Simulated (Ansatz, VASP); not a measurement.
LiNbO3 in VASP and in Ansatz

```
Li Nb O
1.0
     2.59130    1.49608    4.54922
    -2.59130    1.49608    4.54922
     0.00000   -2.99217    4.54922
Li Nb O
2 2 6
Direct
  0.25000 0.25000 0.25000
  0.75000 0.75000 0.75000
  0.00000 0.00000 0.00000
  0.50000 0.50000 0.50000
  0.12957 0.37043 0.75000
  0.75000 0.12957 0.37043
  0.37043 0.75000 0.12957
  0.87043 0.62957 0.25000
  0.25000 0.87043 0.62957
  0.62957 0.25000 0.87043
```

Alike in both runs: functional PBEsol; k mesh 6 × 6 × 6; occupations gaussian, width 0.02 eV; no spin polarisation.

Ansatz relaxed the structure, and its values are those at the end. VASP's run is a single point on that final structure, the one shown.

|  | VASP | Ansatz |
| --- | --- | --- |
| version | VASP 6.6.1 | Ansatz 0.2.0 |
| potentials or method | VASP PAW PBE potentials, release 64 (Li_sv, Nb_sv, O), cutoff 520 eV | scalar-relativistic, plane waves, PAW |
| valence electrons in the cell | 68 | 68 |

```tsv
	VASP	Ansatz	Ansatz less VASP
gap on the k mesh at the Fermi level (eV)	2.54	2.56	+0.019
least direct gap on the mesh (eV)	2.64	2.65	+0.012
rms of the force components (eV/Å)	0.012	0.000	-0.0123
```

VASP's potentials were made for PBE, not for PBEsol, and Ansatz warns of the same on its side. With one functional, cell and mesh, what is left measures potentials, basis and numerics.

Noted on VASP's run: the cutoff is short for stress, so the pressure is rough.
